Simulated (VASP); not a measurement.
# Ge (Fd-3m) in VASP: a series of runs

Ge is run at these levels: PBE; tasks: single point.

All numbers are computed with VASP 6.6.1; they aren't measurements. Logs are shortened: lines on timing, memory, paths and dates and some standing lists are left out, and cuts for length are marked.

## 1. The cell of the first run

The structure is cubic, space group Fd-3m (No. 227). Conventional cell: a = 5.660 Å, b = 5.660 Å, c = 5.660 Å, α = 90.00°, β = 90.00°, γ = 90.00°. Within 3.2 Å of Ge (site symmetry -43m) lie 4 Ge at 2.45 Å.

## 2. Single point, PBE

INCAR

```
  ALGO = Normal
  EDIFF = 1E-7
  ENCUT = 520
  GGA = PE
  ISIF = 2
  ISMEAR = 0
  LASPH = T
  LCHARG = F
  LREAL = F
  LWAVE = F
  NBANDS = 21
  NELM = 100
  PREC = Accurate
  SIGMA = 0.05
```

KPOINTS

```
k-points
0
Gamma
  14 14 14
```

POSCAR

```
Ge
1.0
    0.0000000000      2.8300000000      2.8300000000
    2.8300000000      0.0000000000      2.8300000000
    2.8300000000      2.8300000000      0.0000000000
Ge
2
Direct
    0.5000000000      0.5000000000      0.5000000000
    0.7500000000      0.7500000000      0.7500000000
```

Potentials or basis: VASP PAW PBE potentials, release 64 (Ge_d).

Started as:

```bash
cat potpaw_PBE.64/Ge_d/POTCAR > POTCAR
mpirun -np 1 vasp_std > vasp.out
```

OUTCAR:

```text
EDIFF = 1E-7
   ENCUT = 520
   GGA = PE
   ISIF = 2
   ISMEAR = 0
   LASPH = T
   LREAL = F
   NELM = 100
   PREC = Accurate

 ion  position               nearest neighbor table
   1  0.500  0.500  0.500-   2 2.45   2 2.45   2 2.45   2 2.45
   2  0.750  0.750  0.750-   1 2.45   1 2.45   1 2.45   1 2.45

  LATTYP: Found a face centered cubic cell.
 ALAT       =     5.6600000000

  Lattice vectors:

 A1 = (   0.0000000000,   2.8300000000,   2.8300000000)
 A2 = (   2.8300000000,   0.0000000000,   2.8300000000)
 A3 = (   2.8300000000,   2.8300000000,   0.0000000000)

Analysis of symmetry for initial positions (statically):
=====================================================================
 Subroutine PRICEL returns:
 Original cell was already a primitive cell.

 Routine SETGRP: Setting up the symmetry group for a
 face centered cubic supercell.

 Subroutine GETGRP returns: Found 48 space group operations
 (whereof 24 operations were pure point group operations)
 out of a pool of 48 trial point group operations.

The static configuration has the point symmetry T_d .
 The point group associated with its full space group is O_h .

Analysis of symmetry for dynamics (positions and initial velocities):
=====================================================================
 Subroutine PRICEL returns:
 Original cell was already a primitive cell.

 Routine SETGRP: Setting up the symmetry group for a
 face centered cubic supercell.

 Subroutine GETGRP returns: Found 48 space group operations
 (whereof 24 operations were pure point group operations)
 out of a pool of 48 trial point group operations.

The dynamic configuration has the point symmetry T_d .
 The point group associated with its full space group is O_h .

 Subroutine INISYM returns: Found 48 space group operations
 (whereof 24 operations are pure point group operations),
 and found     1 'primitive' translations

----------------------------------------------------------------------------------------

                                     Primitive cell

  volume of cell :      45.3304

  direct lattice vectors                    reciprocal lattice vectors
     0.000000000  2.830000000  2.830000000    -0.176678445  0.176678445  0.176678445
     2.830000000  0.000000000  2.830000000     0.176678445 -0.176678445  0.176678445
     2.830000000  2.830000000  0.000000000     0.176678445  0.176678445 -0.176678445

  length of vectors
     4.002224382  4.002224382  4.002224382     0.306016044  0.306016044  0.306016044

  position of ions in fractional coordinates (direct lattice)
     0.500000000  0.500000000  0.500000000
     0.750000000  0.750000000  0.750000000

  ion indices of the primitive-cell ions
   primitive index   ion index
                 1           1
                 2           2

----------------------------------------------------------------------------------------

 KPOINTS: k-points

Automatic generation of k-mesh.
 Grid dimensions read from file:
 generate k-points for:   14   14   14

 Generating k-lattice:

  Cartesian coordinates                     Fractional coordinates (reciprocal lattice)
    -0.012619889  0.012619889  0.012619889     0.071428571  0.000000000  0.000000000
     0.012619889 -0.012619889  0.012619889     0.000000000  0.071428571  0.000000000
     0.012619889  0.012619889 -0.012619889     0.000000000  0.000000000  0.071428571

  Length of vectors
     0.021858289  0.021858289  0.021858289

  Shift w.r.t. Gamma in fractional coordinates (k-lattice)
     0.000000000  0.000000000  0.000000000

 Subroutine IBZKPT returns following result:
 ===========================================

 Found    104 irreducible k-points:

 Following reciprocal coordinates:
            Coordinates               Weight
  0.000000  0.000000  0.000000      1.000000
  0.071429  0.000000  0.000000      8.000000
  0.142857  0.000000  0.000000      8.000000
  0.214286  0.000000  0.000000      8.000000
  0.285714  0.000000  0.000000      8.000000
  0.357143  0.000000  0.000000      8.000000
[... 16 lines left out ...]
  0.214286  0.142857  0.000000     24.000000
  0.285714  0.142857  0.000000     24.000000
 [... further k-points ...]
   k-points           NKPTS =    104   k-points in BZ     NKDIM =    104   number of bands    NBANDS=     21
   number of dos      NEDOS =    301   number of ions     NIONS =      2
   total plane-waves  NPLWV =  27000
   dimension x,y,z NGX =    30 NGY =   30 NGZ =   30
   dimension x,y,z NGXF=    60 NGYF=   60 NGZF=   60
   ions per type =               2
   NGX,Y,Z   is equivalent  to a cutoff of  12.46, 12.46, 12.46 a.u.
   NGXF,Y,Z  is equivalent  to a cutoff of  24.92, 24.92, 24.92 a.u.
 SYSTEM =  unknown system
   PREC   = accura    normal or accurate (medium, high low for compatibility)
   ISTART =      0    job   : 0-new  1-cont  2-samecut
   ICHARG =      2    charge: 1-file 2-atom 10-const
   ISPIN  =      1    spin polarized calculation?
   LNONCOLLINEAR =      F non collinear calculations
   LSORBIT =      F    spin-orbit coupling
   LASPH  =      T    aspherical Exc in radial PAW
   ENCUT  =  520.0 eV  38.22 Ry    6.18 a.u.   7.44  7.44  7.44*2*pi/ulx,y,z
   NELM   =    100;   NELMIN=  2; NELMDL= -5     # of ELM steps
   EDIFF  = 0.1E-06   stopping-criterion for ELM
   LREAL  =      F    real-space projection
   EDIFFG = 0.1E-05   stopping-criterion for IOM
   NSW    =      0    number of steps for IOM
   IBRION =     -1    ionic relax: 0-MD 1-quasi-New 2-CG
   NFREE  =      0    steps in history (QN), initial steepest desc. (CG)
   ISIF   =      2    stress and relaxation
   ISYM   =      2    0-nonsym 1-usesym 2-fastsym
   POTIM  = 0.5000    time-step for ionic-motion
   TEBEG  =    0.0;   TEEND  =   0.0 temperature during run
   PSTRESS=    0.0 pullay stress
   NELECT =      28.0000    total number of electrons
   NUPDOWN=      -1.0000    fix difference up-down
   EMIN   =  10.00;   EMAX   =-10.00  energy-range for DOS
   EFERMI =   0.00;   METHOD = LEGACY
   ISMEAR =     0;   SIGMA  =   0.05  broadening in eV -4-tet -1-fermi 0-gaus
   EFERMI_NEDOS =   21; number of points for ismear=-14 and -15
   IALGO  =     38    algorithm
   IMIX   =      4    mixing-type and parameters
     AMIX     =   0.40;   BMIX     =  1.00
     AMIX_MAG =   1.60;   BMIX_MAG =  1.00
  volume/ion in A,a.u.               =      22.67       152.95
  Fermi-wavevector in a.u.,A,eV,Ry     =   1.394219  2.634692 26.447648  1.943847
  Thomas-Fermi vector in A             =   2.517790
   LORBIT       =      0    0 simple, 1 ext, 2 COOP (PROOUT), +10 PAW based schemes
   GGA     = PE    functional components
   LHFCALC =     F    Hartree Fock is set to
   AEXX    =    0.0000 exact exchange contribution
   IVDW    =     0    specifies the selected vdW correction
   LEPSILON=     F    determine dielectric tensor
   LRPA    =     F    only Hartree local field effects (RPA)
 non-spin polarized calculation
 Gauss-broadening in eV      SIGMA  =   0.05
  energy-cutoff  :      520.00
  volume of cell :       45.33
 maximum number of plane-waves:      1243
 NGX is ok and might be reduce to    30
   NGX = 15   NGY = 15   NGZ = 15

 number of electron      28.0000021 magnetization

 Free energy of the ion-electron system (eV)
  ---------------------------------------------------
  ext. energy  EPLUGINS =         0.00000000
  ---------------------------------------------------
  free energy    TOTEN  =        -9.01083204 eV

  energy without entropy =       -9.01080079  energy(sigma->0) =       -9.01081641

 E-fermi :   5.0112     XC(G=0):  -9.9195

 val. band max:        5.0043808847   @ k =   0.0000   0.0000   0.0000
 cond. band min:       5.1617213418   @ k =   0.5000   0.0000   0.0000
 fundamental gap:      0.1573404570
 Fermi energy:         5.0112460479

 k-point     1 :       0.0000    0.0000    0.0000
  band No.  band energies     occupation
      1     -19.8330      2.00000
      2     -19.8330      2.00000
      3     -19.8330      2.00000
      4     -19.7969      2.00000
      5     -19.7969      2.00000
      6     -19.5870      2.00000
[... 13 lines left out ...]
     20      14.4606      0.00000
     21      14.4606      0.00000

 k-point     2 :       0.0714    0.0000    0.0000
  band No.  band energies     occupation
      1     -19.8363      2.00000
      2     -19.8363      2.00000
      3     -19.8321      2.00000
      4     -19.7925      2.00000
      5     -19.7925      2.00000
      6     -19.5923      2.00000
[... 13 lines left out ...]
     20      13.9981      0.00000
     21      13.9981      0.00000

 k-point     3 :       0.1429    0.0000    0.0000
  band No.  band energies     occupation
      1     -19.8427      2.00000
      2     -19.8427      2.00000
      3     -19.8298      2.00000
      4     -19.7830      2.00000
      5     -19.7830      2.00000
      6     -19.6010      2.00000
[... 13 lines left out ...]
     20      13.4491      0.00000
     21      13.4491      0.00000

 k-point     4 :       0.2143    0.0000    0.0000
  band No.  band energies     occupation
      1     -19.8487      2.00000
      2     -19.8487      2.00000
      3     -19.8263      2.00000
      4     -19.7729      2.00000
      5     -19.7729      2.00000
      6     -19.6091      2.00000
[... 13 lines left out ...]
     20      13.2413      0.00000
     21      13.2414      0.00000

 k-point     5 :       0.2857    0.0000    0.0000
  band No.  band energies     occupation
      1     -19.8530      2.00000
      2     -19.8530      2.00000
      3     -19.8224      2.00000
      4     -19.7645      2.00000
      5     -19.7645      2.00000
      6     -19.6152      2.00000
[... 13 lines left out ...]
     20      13.5098      0.00000
     21      13.5098      0.00000
[... 382 lines left out ...]
     20      13.2783      0.00000
     21      13.8406      0.00000

 k-point    22 :       0.1429    0.1429    0.0000
  band No.  band energies     occupation
      1     -19.8413      2.00000
      2     -19.8402      2.00000
      3     -19.8402      2.00000
      4     -19.7853      2.00000
      5     -19.7676      2.00000
      6     -19.6280      2.00000
[... 13 lines left out ...]
     20      12.9360      0.00000
     21      14.8073      0.00000

 k-point    23 :       0.2143    0.1429    0.0000
  band No.  band energies     occupation
      1     -19.8495      2.00000
      2     -19.8445      2.00000
      3     -19.8354      2.00000
      4     -19.7777      2.00000
      5     -19.7557      2.00000
      6     -19.6410      2.00000
[... 13 lines left out ...]
     20      13.7060      0.00000
     21      14.7314      0.00000

 k-point    24 :       0.2857    0.1429    0.0000
  band No.  band energies     occupation
      1     -19.8577      2.00000
      2     -19.8494      2.00000
      3     -19.8273      2.00000
      4     -19.7685      2.00000
      5     -19.7450      2.00000
      6     -19.6509      2.00000
[... 13 lines left out ...]
     20      14.3074      0.00000
     21      14.7757      0.00000

 [... further k-points ...]

------------------------ aborting loop because EDIFF is reached ----------------------------------------

  FORCE on cell =-STRESS in cart. coord.  units (eV):
  Direction    XX          YY          ZZ          XY          YZ          ZX
  --------------------------------------------------------------------------------------
  -------------------------------------------------------------------------------------
  Total        0.9889759      0.9889759      0.9889759      0.0000000     -0.0000000     -0.0000000
  in kB       34.9548122     34.9548122     34.9548122      0.0000000     -0.0000000     -0.0000000
  external PRESSURE =      34.9548122 kB  Pullay stress =       0.0000000 kB

 VOLUME and BASIS-vectors are now :
 -----------------------------------------------------------------------------
  energy-cutoff  :      520.00
  volume of cell :       45.33
      direct lattice vectors                 reciprocal lattice vectors
     0.000000000  2.830000000  2.830000000    -0.176678445  0.176678445  0.176678445
     2.830000000  0.000000000  2.830000000     0.176678445 -0.176678445  0.176678445
     2.830000000  2.830000000  0.000000000     0.176678445  0.176678445 -0.176678445

 POSITION                                       TOTAL-FORCE (eV/Angst)
 -----------------------------------------------------------------------------------
      2.83000      2.83000      2.83000         0.000000     -0.000000     -0.000000
      4.24500      4.24500      4.24500        -0.000000      0.000000      0.000000
 -----------------------------------------------------------------------------------
    total drift:                                0.000000     -0.000000     -0.000000

  FREE ENERGIE OF THE ION-ELECTRON SYSTEM (eV)
  ---------------------------------------------------
  free  energy   TOTEN  =        -9.0108320364 eV

  energy  without entropy=       -9.0108007867  energy(sigma->0) =       -9.01081641
```

Run time: 38 s. Hardware: 1 thread of AMD EPYC 9R45 (Zen 5), shared host; peak memory 0.19 GiB.

Results:

```
Free energy : -9.0108 eV
Pressure    : 3.5 GPa
```

Caveat: the cell stands under pressure.

(Continued in part 2 of 2.)
